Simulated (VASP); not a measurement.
# AgI (F-43m) in VASP: a series of runs, part 2 of 3

VASP 6.6.1.

**3. Single point, r2SCAN**

This run uses another cell than the first one, of 29.08 Å³/atom.

POSCAR reads:

```
AgI
1.0
    0.0000000000      3.0751984684      3.0751984684
    3.0751984684      0.0000000000      3.0751984684
    3.0751984684      3.0751984684      0.0000000000
Ag I
1 1
Direct
    0.0000000000      0.0000000000      0.0000000000
    0.7500000000      0.7500000000      0.7500000000
```

INCAR.step1 reads:

```
ALGO = Normal
EDIFF = 1E-5
ENCUT = 550
GGA = PE
GGA_COMPAT = False
ISMEAR = 0
LASPH = True
LCHARG = False
LREAL = False
LWAVE = True
NBANDS = 16
NELM = 120
PREC = Accurate
SIGMA = 0.01
```

INCAR.step2 reads:

```
ALGO = Normal
EDIFF = 1E-6
ENCUT = 550
GGA_COMPAT = False
ISIF = 2
ISMEAR = 0
ISTART = 1
LASPH = True
LCHARG = False
LMIXTAU = True
LREAL = False
LWAVE = False
METAGGA = R2SCAN
NBANDS = 16
NELM = 120
PREC = Accurate
SIGMA = 0.01
```

KPOINTS reads:

```
k-points
0
Gamma
  8 8 8
```

Potentials or basis: VASP PAW PBE potentials, release 64 (Ag, I).

Started as:

```
$ cat potpaw_PBE.64/Ag/POTCAR potpaw_PBE.64/I/POTCAR > POTCAR
$ cp INCAR.step1 INCAR
$ mpirun -np 1 vasp_std > vasp.out
$ cp INCAR.step2 INCAR
$ mpirun -np 1 vasp_std > vasp.out
```

OUTCAR:

```text
EDIFF = 1E-6
   ENCUT = 550
   ISIF = 2
   ISMEAR = 0
   ISTART = 1
   LASPH = True
   LREAL = False
   METAGGA = R2SCAN
   NELM = 120
   PREC = Accurate

 ion  position               nearest neighbor table
   1  0.000  0.000  0.000-   2 2.66   2 2.66   2 2.66   2 2.66
   2  0.750  0.750  0.750-   1 2.66   1 2.66   1 2.66   1 2.66

  LATTYP: Found a face centered cubic cell.
 ALAT       =     6.1503969368

  Lattice vectors:

 A1 = (   0.0000000000,   3.0751984684,   3.0751984684)
 A2 = (   3.0751984684,   0.0000000000,   3.0751984684)
 A3 = (   3.0751984684,   3.0751984684,   0.0000000000)

Analysis of symmetry for initial positions (statically):
=====================================================================
 Subroutine PRICEL returns:
 Original cell was already a primitive cell.

 Routine SETGRP: Setting up the symmetry group for a
 face centered cubic supercell.

 Subroutine GETGRP returns: Found 24 space group operations
 (whereof 24 operations were pure point group operations)
 out of a pool of 48 trial point group operations.

The static configuration has the point symmetry T_d .

Analysis of symmetry for dynamics (positions and initial velocities):
=====================================================================
 Subroutine PRICEL returns:
 Original cell was already a primitive cell.

 Routine SETGRP: Setting up the symmetry group for a
 face centered cubic supercell.

 Subroutine GETGRP returns: Found 24 space group operations
 (whereof 24 operations were pure point group operations)
 out of a pool of 48 trial point group operations.

The dynamic configuration has the point symmetry T_d .

 Subroutine INISYM returns: Found 24 space group operations
 (whereof 24 operations are pure point group operations),
 and found     1 'primitive' translations

----------------------------------------------------------------------------------------

                                     Primitive cell

  volume of cell :      58.1634

  direct lattice vectors                    reciprocal lattice vectors
     0.000000000  3.075198468  3.075198468    -0.162591132  0.162591132  0.162591132
     3.075198468  0.000000000  3.075198468     0.162591132 -0.162591132  0.162591132
     3.075198468  3.075198468  0.000000000     0.162591132  0.162591132 -0.162591132

  length of vectors
     4.348987381  4.348987381  4.348987381     0.281616101  0.281616101  0.281616101

  position of ions in fractional coordinates (direct lattice)
     0.000000000  0.000000000  0.000000000
     0.750000000  0.750000000  0.750000000

  ion indices of the primitive-cell ions
   primitive index   ion index
                 1           1
                 2           2

----------------------------------------------------------------------------------------

 KPOINTS: k-points

Automatic generation of k-mesh.
 Grid dimensions read from file:
 generate k-points for:    8    8    8

 Generating k-lattice:

  Cartesian coordinates                     Fractional coordinates (reciprocal lattice)
    -0.020323891  0.020323891  0.020323891     0.125000000  0.000000000  0.000000000
     0.020323891 -0.020323891  0.020323891     0.000000000  0.125000000  0.000000000
     0.020323891  0.020323891 -0.020323891     0.000000000  0.000000000  0.125000000

  Length of vectors
     0.035202013  0.035202013  0.035202013

  Shift w.r.t. Gamma in fractional coordinates (k-lattice)
     0.000000000  0.000000000  0.000000000

 Subroutine IBZKPT returns following result:
 ===========================================

 Found     29 irreducible k-points:

 Following reciprocal coordinates:
            Coordinates               Weight
  0.000000  0.000000  0.000000      1.000000
  0.125000  0.000000  0.000000      8.000000
  0.250000  0.000000  0.000000      8.000000
  0.375000  0.000000  0.000000      8.000000
  0.500000  0.000000  0.000000      4.000000
  0.125000  0.125000  0.000000      6.000000
[... 16 lines left out ...]
  0.500000  0.250000  0.125000     48.000000
 -0.375000  0.250000  0.125000     24.000000
 [... further k-points ...]
   k-points           NKPTS =     29   k-points in BZ     NKDIM =     29   number of bands    NBANDS=     16
   number of dos      NEDOS =    301   number of ions     NIONS =      2
   total plane-waves  NPLWV =  46656
   dimension x,y,z NGX =    36 NGY =   36 NGZ =   36
   dimension x,y,z NGXF=    72 NGYF=   72 NGZF=   72
   ions per type =               1   1
   NGX,Y,Z   is equivalent  to a cutoff of  13.76, 13.76, 13.76 a.u.
   NGXF,Y,Z  is equivalent  to a cutoff of  27.52, 27.52, 27.52 a.u.
 SYSTEM =  unknown system
   PREC   = accura    normal or accurate (medium, high low for compatibility)
   ISTART =      1    job   : 0-new  1-cont  2-samecut
   ICHARG =      0    charge: 1-file 2-atom 10-const
   ISPIN  =      1    spin polarized calculation?
   LNONCOLLINEAR =      F non collinear calculations
   LSORBIT =      F    spin-orbit coupling
   LASPH  =      T    aspherical Exc in radial PAW
   ENCUT  =  550.0 eV  40.42 Ry    6.36 a.u.   8.32  8.32  8.32*2*pi/ulx,y,z
   NELM   =    120;   NELMIN=  2; NELMDL=  0     # of ELM steps
   EDIFF  = 0.1E-05   stopping-criterion for ELM
   LREAL  =      F    real-space projection
   EDIFFG = 0.1E-04   stopping-criterion for IOM
   NSW    =      0    number of steps for IOM
   IBRION =     -1    ionic relax: 0-MD 1-quasi-New 2-CG
   NFREE  =      0    steps in history (QN), initial steepest desc. (CG)
   ISIF   =      2    stress and relaxation
   ISYM   =      2    0-nonsym 1-usesym 2-fastsym
   POTIM  = 0.5000    time-step for ionic-motion
   TEBEG  =    0.0;   TEEND  =   0.0 temperature during run
   PSTRESS=    0.0 pullay stress
   NELECT =      18.0000    total number of electrons
   NUPDOWN=      -1.0000    fix difference up-down
   EMIN   =  10.00;   EMAX   =-10.00  energy-range for DOS
   EFERMI =   0.00;   METHOD = LEGACY
   ISMEAR =     0;   SIGMA  =   0.01  broadening in eV -4-tet -1-fermi 0-gaus
   EFERMI_NEDOS =   21; number of points for ismear=-14 and -15
   IALGO  =     38    algorithm
   IMIX   =      4    mixing-type and parameters
     AMIX     =   0.40;   BMIX     =  1.00
     AMIX_MAG =   1.60;   BMIX_MAG =  1.00
  volume/ion in A,a.u.               =      29.08       196.25
  Fermi-wavevector in a.u.,A,eV,Ry     =   1.107344  2.092577 16.683607  1.226211
  Thomas-Fermi vector in A             =   2.243857
   LORBIT       =      0    0 simple, 1 ext, 2 COOP (PROOUT), +10 PAW based schemes
   METAGGA = R2SCAN    functional components
   LHFCALC =     F    Hartree Fock is set to
   AEXX    =    0.0000 exact exchange contribution
   IVDW    =     0    specifies the selected vdW correction
   LEPSILON=     F    determine dielectric tensor
   LRPA    =     F    only Hartree local field effects (RPA)
 non-spin polarized calculation
 Gauss-broadening in eV      SIGMA  =   0.01
  energy-cutoff  :      550.00
  volume of cell :       58.16
 maximum number of plane-waves:      1727
 NGX is ok and might be reduce to    36
   NGX = 17   NGY = 17   NGZ = 17

 number of electron      17.9999998 magnetization

 Free energy of the ion-electron system (eV)
  ---------------------------------------------------
  ext. energy  EPLUGINS =         0.00000000
  ---------------------------------------------------
  free energy    TOTEN  =       -46.20775723 eV

  energy without entropy =      -46.20775723  energy(sigma->0) =      -46.20775723

 E-fermi :   5.0473     XC(G=0):  -9.7730

 val. band max:        4.9200245839   @ k =   0.0000   0.0000   0.0000
 cond. band min:       6.7338339022   @ k =   0.0000   0.0000   0.0000
 fundamental gap:      1.8138093183
 Fermi energy:         5.0472669982

 k-point     1 :       0.0000    0.0000    0.0000
  band No.  band energies     occupation
      1      -9.3740      2.00000
      2      -0.5876      2.00000
      3      -0.5876      2.00000
      4      -0.5876      2.00000
      5       0.9421      2.00000
      6       0.9421      2.00000
[... 8 lines left out ...]
     15      15.5998      0.00000
     16      15.5998      0.00000
[... 419 lines left out ...]
 k-point    24 :      -0.3750    0.2500    0.1250
  band No.  band energies     occupation
      1      -8.8268      2.00000
      2      -0.4848      2.00000
      3      -0.3443      2.00000
      4      -0.1272      2.00000
      5       0.8837      2.00000
      6       1.0005      2.00000
[... 8 lines left out ...]
     15      16.1890      0.00000
     16      17.1619      0.00000

 [... further k-points ...]
[... 5 lines left out ...]
  --------------------------------------------------------------------------------------
  -------------------------------------------------------------------------------------
  Total        3.5455352      3.5455352      3.5455352      0.0000000      0.0000000      0.0000000
  in kB       97.6658964     97.6658964     97.6658964      0.0000000      0.0000000      0.0000000
  external PRESSURE =      97.6658964 kB  Pullay stress =       0.0000000 kB

 VOLUME and BASIS-vectors are now :
 -----------------------------------------------------------------------------
  energy-cutoff  :      550.00
  volume of cell :       58.16
      direct lattice vectors                 reciprocal lattice vectors
     0.000000000  3.075198468  3.075198468    -0.162591132  0.162591132  0.162591132
     3.075198468  0.000000000  3.075198468     0.162591132 -0.162591132  0.162591132
     3.075198468  3.075198468  0.000000000     0.162591132  0.162591132 -0.162591132

 POSITION                                       TOTAL-FORCE (eV/Angst)
 -----------------------------------------------------------------------------------
      0.00000      0.00000      0.00000         0.000000      0.000000      0.000000
      4.61280      4.61280      4.61280        -0.000000     -0.000000     -0.000000
 -----------------------------------------------------------------------------------
    total drift:                                0.000000      0.000000      0.000000

  FREE ENERGIE OF THE ION-ELECTRON SYSTEM (eV)
  ---------------------------------------------------
  free  energy   TOTEN  =       -46.2077572279 eV

  energy  without entropy=      -46.2077572279  energy(sigma->0) =      -46.20775723
```

Wall time 62 s (1 thread of Intel Xeon 6975P-C (Granite Rapids), shared host); peak memory 0.22 GiB.

Results:

```yaml
Free_energy: -46.2078 eV
Pressure: 9.8 GPa
Band_gap_on_the_k_mesh: 1.81 eV
```

Caveat: the cell stands under pressure; the PAW data sets were made with another functional, which shifts forces and pressure a little; spin-orbit coupling is left out, which moves the levels of the heavy elements.

**4. Single point, r2SCAN**

This run uses another cell than the first one, of 30.37 Å³/atom.

POSCAR reads:

```
AgI
1.0
    0.0000000000      3.1198298284      3.1198298284
    3.1198298284      0.0000000000      3.1198298284
    3.1198298284      3.1198298284      0.0000000000
Ag I
1 1
Direct
    0.0000000000      0.0000000000      0.0000000000
    0.7500000000      0.7500000000      0.7500000000
```

INCAR.step1 reads:

```
SYSTEM = AgI
PREC     = Accurate       ! precision mode
ENCUT    = 550            ! plane-wave cutoff, eV
ISMEAR   = 0              ! smearing method
SIGMA    = 0.01           ! smearing width, eV
LREAL    = .FALSE.        ! projectors in reciprocal space
LASPH    = .TRUE.         ! aspherical terms in the spheres
NELM     = 120            ! most SCF steps
NBANDS   = 16             ! bands
GGA      = PE             ! functional
ALGO     = Normal         ! electronic algorithm
EDIFF    = 1E-5           ! SCF threshold, eV
LWAVE    = .TRUE.         ! write WAVECAR
LCHARG   = .FALSE.        ! write CHGCAR
GGA_COMPAT= .FALSE.
```

INCAR.step2 reads:

```
SYSTEM = AgI
PREC     = Accurate       ! precision mode
ENCUT    = 550            ! plane-wave cutoff, eV
EDIFF    = 1E-6           ! SCF threshold, eV
ISMEAR   = 0              ! smearing method
SIGMA    = 0.01           ! smearing width, eV
LREAL    = .FALSE.        ! projectors in reciprocal space
LASPH    = .TRUE.         ! aspherical terms in the spheres
NELM     = 120            ! most SCF steps
ALGO     = Normal         ! electronic algorithm
ISIF     = 2              ! what is computed and relaxed
LWAVE    = .FALSE.        ! write WAVECAR
LCHARG   = .FALSE.        ! write CHGCAR
METAGGA  = R2SCAN         ! meta-GGA
LMIXTAU  = .TRUE.       
NBANDS   = 16             ! bands
ISTART   = 1            
GGA_COMPAT= .FALSE.
```

KPOINTS reads:

```
regular mesh
0
G
  8 8 8
  0 0 0
```

Started as:

```
$ cat potpaw_PBE.64/Ag/POTCAR potpaw_PBE.64/I/POTCAR > POTCAR
$ cp INCAR.step1 INCAR
$ mpirun -np 1 vasp_std > vasp.out
$ cp INCAR.step2 INCAR
$ mpirun -np 1 vasp_std > vasp.out
```

Wall time 60 s (1 thread of Intel Xeon 6975P-C (Granite Rapids), shared host); peak memory 0.22 GiB.

It converged, with:

* Free energy: -46.3405 eV
* Pressure: 6.8 GPa
* Band gap on the k mesh: 1.80 eV

Levels at points of the mesh, in eV from the valence-band top:
| k point | band 7 | band 8 | band 9 | band 10 | band 11 | band 12 |
| --- | --- | --- | --- | --- | --- | --- |
| (0.00, 0.00, 0.00) | 0.00 | 0.00 | 0.00 | 1.80 | 5.97 | 5.97 |
| (0.50, 0.00, 0.00) | -3.52 | -0.93 | -0.93 | 3.11 | 6.46 | 6.46 |
| (0.50, 0.50, 0.00) | -3.12 | -2.28 | -2.28 | 3.54 | 4.07 | 9.52 |

Caveat: the cell stands under pressure; the PAW data sets were made with another functional, which shifts forces and pressure a little; spin-orbit coupling is left out, which moves the levels of the heavy elements.

[end of part 2 of 3]
